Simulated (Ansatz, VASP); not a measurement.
## Two plane-wave programs on MgO

```
CELL_PARAMETERS angstrom
0.00000 2.19443 2.19443
2.19443 0.00000 2.19443
2.19443 2.19443 0.00000
ATOMIC_POSITIONS crystal
Mg 0.00000 0.00000 0.00000
O 0.50000 0.50000 0.50000
```

Alike in both runs: task single point; functional PBE; k mesh 10 × 10 × 10; occupations fermi-dirac, width 0.0134 eV; no spin polarisation.

|  | VASP | Ansatz |
| --- | --- | --- |
| version | VASP 6.6.1 | Ansatz 0.2.0 |
| potentials or method | VASP PAW PBE potentials, release 64 (Mg, O), cutoff 600 eV | PAW plane waves |
| valence electrons in the cell | 8 | 16 |

|  | VASP | Ansatz | Ansatz less VASP |
| --- | --- | --- | --- |
| gap on the k mesh at the Fermi level (eV) | 3.62 | 3.64 | +0.020 |
| pressure (GPa) | -12.5 | -11.5 | +0.96 |

VASP's potentials hold 8 valence electrons a cell and Ansatz's 16, so a difference there can come from the potentials and not from the codes.
